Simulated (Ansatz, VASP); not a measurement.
**InSb3: VASP beside Ansatz**

File INCAR:

```
PREC = Accurate
ENCUT = 520
EDIFF = 1E-6
ISMEAR = 0
SIGMA = 0.1
LREAL = False
LASPH = True
NELM = 100
ALGO = Normal
ISIF = 2
LWAVE = False
LCHARG = False
GGA = PE
NBANDS = 22
```

Contents of KPOINTS:

```
regular mesh
0
Gamma
  10 10 10
```

The input POSCAR:

```
InSb3
1.0
    4.9828087326      0.0000000000      0.0000000000
    0.0000000000      4.9828087326      0.0000000000
    0.0000000000      0.0000000000      4.9828087326
In Sb
1 3
Direct
    0.0000000000      0.0000000000      0.0000000000
    0.5000000000      0.0000000000      0.5000000000
    0.0000000000      0.5000000000      0.5000000000
    0.5000000000      0.5000000000      0.0000000000
```

Input for Ansatz:

```yaml
crystal:
  lattice:
    - [4.9828087326, 0.0, 0.0]
    - [0.0, 4.9828087326, 0.0]
    - [0.0, 0.0, 4.9828087326]
  atoms:
    - { symbol: In, position: [0.0, 0.0, 0.0] }
    - { symbol: Sb, position: [0.5, 0.0, 0.5] }
    - { symbol: Sb, position: [0.0, 0.5, 0.5] }
    - { symbol: Sb, position: [0.5, 0.5, 0.0] }
basis:
  ecutwfc: 420
kpoints:
  mp_grid: { grid: [10, 10, 10] }
hamiltonian:
  xc: pbe
scf:
  occupations: { method: gaussian, width: 0.1 }
output:
  forces: true
  stress: true
  eigenvalues: true
```

Alike in both runs: task single point; functional PBE; k mesh 10 × 10 × 10; occupations gaussian, width 0.1 eV; no spin polarisation.

|  | VASP | Ansatz |
| --- | --- | --- |
| version | VASP 6.6.1 | Ansatz 0.2.0 |
| potentials or method | VASP PAW PBE potentials, release 64 (In_d, Sb), cutoff 520 eV | scalar-relativistic, plane waves, PAW |
| valence electrons in the cell | 28 | 58 |

Ansatz gave:

```
gap on the k mesh at the Fermi level (eV) : none
pressure (GPa)                            : -4.1
```

What did VASP give for the same quantities?

gap on the k mesh at the Fermi level (eV): none; pressure (GPa): -4.2.

A gap of «none» marks a metal or a gap that the smearing closes. The functional is the same, so the differences come from potentials, cutoffs and numerics. VASP's potentials hold 28 valence electrons a cell and Ansatz's 58, so a difference there can come from the potentials and not from the codes.

Neither program's run includes spin-orbit coupling.
